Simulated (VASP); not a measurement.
# TiCo (Pm-3m) in VASP: notebook

Runs on TiCo. Level: PBE. Tasks: single point.

Program: VASP 6.6.1. These are calculated values, not measurements. Logs are shortened: lines on timing, memory, paths and dates and some standing lists are left out, and cuts for length are marked.

## (1) The cell of the first run

It takes space group Pm-3m (No. 221, cubic). The conventional cell has a = 2.893 Å, b = 2.893 Å, c = 2.893 Å, α = 90.00°, β = 90.00°, γ = 90.00°. Ti (site symmetry m-3m) has 8 Co at 2.51 Å and 6 Ti at 2.89 Å within 3.3 Å. Co (site symmetry m-3m) has 8 Ti at 2.51 Å and 6 Co at 2.89 Å within 3.3 Å.

## (2) Single point, PBE, collinear spin, ferromagnetic start (12.10 Å³/atom)

File INCAR:

```
SYSTEM = TiCo
ALGO = Fast ; EDIFF = 1E-6
ENCUT = 520 ; GGA = PE
ISIF = 2 ; ISMEAR = 0
ISPIN = 2 ; LASPH = .True.
LCHARG = .True. ; LELF = .True.
LMAXMIX = 4 ; LORBIT = 11
LREAL = .False. ; LVHAR = .True.
LWAVE = .False. ; MAGMOM = 0 1.07
NBANDS = 22 ; NELM = 150
PREC = Accurate ; SIGMA = 0.1
```

File KPOINTS:

```
k-points
0
Gamma
  18 18 18
  0 0 0
```

File POSCAR:

```
TiCo
1.0
    2.8927149485      0.0000000000      0.0000000000
    0.0000000000      2.8927149485      0.0000000000
    0.0000000000      0.0000000000      2.8927149485
Ti Co
1 1
Direct
    0.0000000000      0.0000000000      0.0000000000
    0.5000000000      0.5000000000      0.5000000000
```

Potentials or basis: VASP PAW PBE potentials, release 64 (Ti_sv, Co).

Started as:

```sh
> cat potpaw_PBE.64/Ti_sv/POTCAR potpaw_PBE.64/Co/POTCAR > POTCAR
> mpirun -np 1 vasp_std > vasp.out
```

OUTCAR:

```text
SYSTEM = TiCo
   EDIFF = 1E-6
   ENCUT = 520
   GGA = PE
   ISIF = 2
   ISMEAR = 0
   ISPIN = 2
   LASPH = .True.
   LORBIT = 11
   LREAL = .False.
   NELM = 150
   PREC = Accurate

 ion  position               nearest neighbor table
   1  0.000  0.000  0.000-   2 2.51   2 2.51   2 2.51   2 2.51   2 2.51   2 2.51   2 2.51   2 2.51

   2  0.500  0.500  0.500-   1 2.51   1 2.51   1 2.51   1 2.51   1 2.51   1 2.51   1 2.51   1 2.51

  LATTYP: Found a simple cubic cell.
 ALAT       =     2.8927149485

  Lattice vectors:

 A1 = (   2.8927149485,   0.0000000000,   0.0000000000)
 A2 = (   0.0000000000,   2.8927149485,   0.0000000000)
 A3 = (   0.0000000000,   0.0000000000,   2.8927149485)

Analysis of symmetry for initial positions (statically):
=====================================================================
 Subroutine PRICEL returns:
 Original cell was already a primitive cell.

 Routine SETGRP: Setting up the symmetry group for a
 simple cubic supercell.

 Subroutine GETGRP returns: Found 48 space group operations
 (whereof 48 operations were pure point group operations)
 out of a pool of 48 trial point group operations.

The static configuration has the point symmetry O_h .

Analysis of symmetry for dynamics (positions and initial velocities):
=====================================================================
 Subroutine PRICEL returns:
 Original cell was already a primitive cell.

 Routine SETGRP: Setting up the symmetry group for a
 simple cubic supercell.

 Subroutine GETGRP returns: Found 48 space group operations
 (whereof 48 operations were pure point group operations)
 out of a pool of 48 trial point group operations.

The dynamic configuration has the point symmetry O_h .

Analysis of structural, dynamic, and magnetic symmetry:
=====================================================================
 Subroutine PRICEL returns:
 Original cell was already a primitive cell.

 Routine SETGRP: Setting up the symmetry group for a
 simple cubic supercell.

 Subroutine GETGRP returns: Found 48 space group operations
 (whereof 48 operations were pure point group operations)
 out of a pool of 48 trial point group operations.

The overall configuration has the point symmetry O_h .

 Subroutine INISYM returns: Found 48 space group operations
 (whereof 48 operations are pure point group operations),
 and found     1 'primitive' translations

----------------------------------------------------------------------------------------

                                     Primitive cell

  volume of cell :      24.2057

[... 108 lines left out ...]
     AMIX_MAG =   1.60;   BMIX_MAG =  1.00
  volume/ion in A,a.u.               =      12.10        81.67
  Fermi-wavevector in a.u.,A,eV,Ry     =   1.561381  2.950583 33.169798  2.437911
  Thomas-Fermi vector in A             =   2.664455
   LORBIT       =     11    0 simple, 1 ext, 2 COOP (PROOUT), +10 PAW based schemes
   GGA     = PE    functional components
   LHFCALC =     F    Hartree Fock is set to
   AEXX    =    0.0000 exact exchange contribution
   IVDW    =     0    specifies the selected vdW correction
   LEPSILON=     F    determine dielectric tensor
   LRPA    =     F    only Hartree local field effects (RPA)
 spin polarized calculation
 RMM-DIIS sequential band-by-band and
 Gauss-broadening in eV      SIGMA  =   0.10
  energy-cutoff  :      520.00
  volume of cell :       24.21
 maximum number of plane-waves:       672
 NGX is ok and might be reduce to    24
   NGX = 11   NGY = 11   NGZ = 11

 number of electron      21.0000011 magnetization       0.7015127

 Free energy of the ion-electron system (eV)
  ---------------------------------------------------
  ext. energy  EPLUGINS =         0.00000000
  ---------------------------------------------------
  free energy    TOTEN  =       -15.55918601 eV

  energy without entropy =      -15.54891619  energy(sigma->0) =      -15.55405110

 E-fermi :  11.2329     XC(G=0): -13.0913

 val. band max:       11.2305533932   @ k =   0.5000   0.4444   0.1667
 cond. band min:      11.2341972124   @ k =   0.5000   0.3889   0.0000
 fundamental gap:      0.0036438192
 Fermi energy:        11.2329008893

 spin component 1

 k-point     1 :       0.0000    0.0000    0.0000
  band No.  band energies     occupation
      1     -45.8154      1.00000
      2     -21.8743      1.00000
      3     -21.8743      1.00000
      4     -21.8743      1.00000
      5       3.1348      1.00000
      6       6.6275      1.00000
[... 589 lines left out ...]
     21      30.5655      0.00000
     22      31.3427      0.00000

 [... further k-points ...]

 spin component 2

 k-point     1 :       0.0000    0.0000    0.0000
  band No.  band energies     occupation
      1     -45.7883      1.00000
      2     -21.8474      1.00000
      3     -21.8474      1.00000
      4     -21.8474      1.00000
      5       3.1533      1.00000
      6       7.1258      1.00000
[... 589 lines left out ...]
     21      30.6473      0.00000
     22      31.2923      0.00000

 [... further k-points ...]
[... 5 lines left out ...]
  --------------------------------------------------------------------------------------
  -------------------------------------------------------------------------------------
  Total        2.7070045      2.7070045      2.7070045      0.0000000      0.0000000     -0.0000000
  in kB      179.1771561    179.1771561    179.1771561      0.0000000      0.0000000     -0.0000000
  external PRESSURE =     179.1771561 kB  Pullay stress =       0.0000000 kB

 VOLUME and BASIS-vectors are now :
 -----------------------------------------------------------------------------
  energy-cutoff  :      520.00
  volume of cell :       24.21
      direct lattice vectors                 reciprocal lattice vectors
     2.892714949  0.000000000  0.000000000     0.345696005  0.000000000  0.000000000
     0.000000000  2.892714949  0.000000000     0.000000000  0.345696005  0.000000000
     0.000000000  0.000000000  2.892714949     0.000000000  0.000000000  0.345696005

 POSITION                                       TOTAL-FORCE (eV/Angst)
 -----------------------------------------------------------------------------------
      0.00000      0.00000      0.00000         0.000000      0.000000      0.000000
      1.44636      1.44636      1.44636         0.000000      0.000000      0.000000
 -----------------------------------------------------------------------------------
    total drift:                                0.000000      0.000000     -0.000000

  FREE ENERGIE OF THE ION-ELECTRON SYSTEM (eV)
  ---------------------------------------------------
  free  energy   TOTEN  =       -15.5591860082 eV

  energy  without entropy=      -15.5489161873  energy(sigma->0) =      -15.55405110

 total charge

# of ion       s       p       d       tot
------------------------------------------
    1        2.271   6.214   1.950  10.435
    2        0.564   0.517   7.381   8.462
--------------------------------------------------
tot          2.835   6.732   9.330  18.897

 magnetization (x)

# of ion       s       p       d       tot
------------------------------------------
    1       -0.001  -0.009   0.025   0.015
    2        0.027  -0.002   0.684   0.709
--------------------------------------------------
tot          0.025  -0.011   0.709   0.724
```

stdout:

```text
POSCAR found type information on POSCAR TiCo
 POSCAR found :  2 types and       2 ions
 scaLAPACK will be used
 LDA part: xc-table for (Slater+PW92), standard interpolation
 POSCAR, INCAR and KPOINTS ok, starting setup
 FFT: planning ... GRIDC
 FFT: planning ... GRID_SOFT
 FFT: planning ... GRID
 WAVECAR not read
 entering main loop
WARNING in EDDRMM: call to ZHEGV failed, returncode =   8  4     13
WARNING in EDDRMM: call to ZHEGV failed, returncode =   6  3     22
```

It took 8.8 min on 1 thread of AMD EPYC 7R13, shared host; peak memory 0.27 GiB.

What came out:

```yaml
Free_energy: -15.5592 eV
Pressure: 17.9 GPa
Net_moment: 0.70 μB per cell
Site_moments: Ti +0.01; Co +0.71 μB
Valence_electrons_inside_the_program's_atomic_spheres: Ti 10.44; Co 8.46
```

Caveat: the cell stands under pressure.

## (3) Single point, PBE, collinear spin, ferromagnetic start (12.50 Å³/atom)

This run uses another cell than the first one, of 12.50 Å³/atom.

File INCAR:

```
PREC     = Accurate       # precision mode
ENCUT    = 520            # plane-wave cutoff, eV
EDIFF    = 1E-6           # SCF threshold, eV
ISMEAR   = 0              # smearing method
SIGMA    = 0.1            # smearing width, eV
LREAL    = F              # projectors in reciprocal space
LASPH    = T              # aspherical terms in the spheres
NELM     = 150            # most SCF steps
ALGO     = Normal         # electronic algorithm
ISIF     = 2              # what is computed and relaxed
LWAVE    = F              # write WAVECAR
LCHARG   = T              # write CHGCAR
ISPIN    = 2              # spin polarisation
MAGMOM   = 0 1.07         # initial moments
LORBIT   = 11             # projections on sites
LMAXMIX  = 4              # l up to which the mixer works
GGA      = PE             # functional
LELF     = T              # ELF
LVHAR    = T            
NBANDS   = 22             # bands
```

File KPOINTS:

```
Automatic mesh
0
Gamma
  18 18 18
```

File POSCAR:

```
TiCo
1.0
    2.9241599659      0.0000000000      0.0000000000
    0.0000000000      2.9241599659      0.0000000000
    0.0000000000      0.0000000000      2.9241599659
Ti Co
1 1
Direct
    0.0000000000      0.0000000000      0.0000000000
    0.5000000000      0.5000000000      0.5000000000
```

Potentials or basis: VASP PAW PBE potentials, release 64 (Ti_sv, Co).

Started as:

```sh
> cat potpaw_PBE.64/Ti_sv/POTCAR potpaw_PBE.64/Co/POTCAR > POTCAR
> mpirun -np 1 vasp_std > vasp.out
```

Run time: 7.3 min. Hardware: 1 thread of AMD EPYC 7R13, shared host; peak memory 0.27 GiB.

It converged, with:

```
Free energy                                           : -15.6307 eV
Pressure                                              : 10.9 GPa
Net moment                                            : 0.77 μB per cell
Site moments                                          : Ti +0.00; Co +0.80 μB
Valence electrons inside the program's atomic spheres : Ti 10.38; Co 8.40
```

Levels at points of the mesh, in eV from the Fermi level:
Spin up:
| k point | band 9 | band 10 | band 11 | band 12 | band 13 | band 14 |
| --- | --- | --- | --- | --- | --- | --- |
| (0.00, 0.00, 0.00) | -1.94 | -1.94 | 0.54 | 0.54 | 2.87 | 2.87 |
| (0.50, 0.00, 0.00) | -2.04 | -1.54 | -0.85 | -0.44 | 0.66 | 0.66 |
| (0.50, 0.50, 0.00) | -1.43 | -0.70 | 0.72 | 0.72 | 1.19 | 2.65 |
| (0.50, 0.50, 0.50) | -2.29 | -2.29 | -1.40 | -1.40 | 3.42 | 3.42 |
Spin down:
```csv
k point,band 6,band 7,band 8,band 9,band 10,band 11,band 12,band 13,band 14,band 15
"(0.00, 0.00, 0.00)",-3.89,-3.89,-1.47,-1.47,-1.47,1.05,1.05,2.98,2.98,2.98
"(0.50, 0.00, 0.00)",-3.95,-2.17,-1.54,-1.54,-1.00,-0.92,0.58,0.69,0.69,2.41
"(0.50, 0.50, 0.00)",-3.97,-2.52,-2.52,-0.13,0.24,0.71,0.71,1.34,2.84,2.84
"(0.50, 0.50, 0.50)",-2.49,-2.49,-2.27,-2.27,-2.27,-0.09,-0.09,3.39,3.39,7.72
```

Caveat: the cell stands under pressure.
